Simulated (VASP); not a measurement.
Wanted: the native input for a VASP 6.6.1 run.

```
Task                   : single point
Functional             : PBE
Dispersion             : D3(BJ)
Potentials or basis    : VASP PAW PBE potentials, release 64 (F)
Cutoff                 : 520 eV
k mesh                 : 8 × 8 × 4
Occupations            : gaussian, width 0.05 eV
Spin                   : no spin polarisation
Dipole correction      : no
Further INCAR settings : ALGO = Normal; EDIFF = 1e-07; NBANDS = 22
```

The structure of F lies in POSCAR:

```
F
1.0
    2.8181532018     -1.7912036508      0.2974079766
    2.8181532018      1.7912036508      0.2974079766
   -0.8359919267      0.0000000000      6.7469186924
F
4
Direct
    0.9138648456      0.5855481450      0.0939279973
    0.4144518550      0.0861351544      0.4060720027
    0.0861351544      0.4144518550      0.9060720027
    0.5855481450      0.9138648456      0.5939279973
```

The input as run:

INCAR

```
  PREC = Accurate
  ENCUT = 520
  EDIFF = 1E-7
  ISMEAR = 0
  SIGMA = 0.05
  LREAL = F
  LASPH = T
  NELM = 100
  ALGO = Normal
  ISIF = 2
  LWAVE = F
  LCHARG = F
  GGA = PE
  IVDW = 12
  NBANDS = 22
```

KPOINTS

```
regular mesh
0
Gamma
  8 8 4
```

Potentials or basis: VASP PAW PBE potentials, release 64 (F).

Launch:

```console
$ cat potpaw_PBE.64/F/POTCAR > POTCAR
$ mpirun -np 1 vasp_std > vasp.out
```

Results of the run:

```
Pressure                   : 0.3 GPa
Largest force              : 0.371 eV/Å
Band gap on the k mesh     : 2.95 eV, direct
Dispersion energy per atom : -0.027 eV
```

Run time: 53 s on 1 thread of AMD EPYC 9R45 96-Core Processor (Zen 5), on a shared host, peak memory 0.21 GiB.
